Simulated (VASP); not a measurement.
Ge:

```
Ge
1.0
     0.00000    2.86614    2.86614
     2.86614    0.00000    2.86614
     2.86614    2.86614    0.00000
Ge
2
Direct
  0.75000 0.75000 0.75000
  0.50000 0.50000 0.50000
```

This cell differs from its parent crystal: volume scaled by 1.04.

Program: VASP 6.6.1. Alike in all runs: task single point; cell as given; cutoff (eV) 520.

Question: Order these runs on this cell by their pressure, lowest first.
A. level HSE06; potentials or basis VASP PAW PBE potentials, release 64 (Ge_d); spin off; k mesh 4 × 4 × 4; smearing fermi-dirac 0.05 eV; grid for exact exchange (PRECFOCK) Normal; screening parameter 0.2079 1/Å
B. level BLYP+D4; potentials or basis VASP PAW PBE potentials, release 64 (Ge_d); spin off; k mesh 8 × 8 × 8; smearing fermi-dirac 0.05 eV
C. level RPBE+D3(BJ); potentials or basis VASP PAW PBE potentials, release 64 (Ge_d); spin off; k mesh 8 × 8 × 8; smearing fermi-dirac 0.05 eV
D. level PBE+D4; potentials or basis VASP PAW PBE potentials, release 64 (Ge_d); spin collinear; fixed moment (μB) 1.0; k mesh 8 × 8 × 8; smearing fermi-dirac 0.1 eV
E. level LDA; potentials or basis VASP PAW LDA potentials, release 64 (Ge_d); spin off; k mesh 8 × 8 × 8; smearing fermi-dirac 0.05 eV

Answer: C (-6.1 GPa), E (-3.5 GPa), A (-1.6 GPa), B (0.4 GPa), D (3.4 GPa).

Caveats: some runs use coarse meshes; the PAW data sets were made with another functional, which shifts forces and pressure a little (some runs); pairwise dispersion overbinds metals, which lowers pressure and volume (some runs); the total moment is fixed, so each spin has its own Fermi level (some runs).
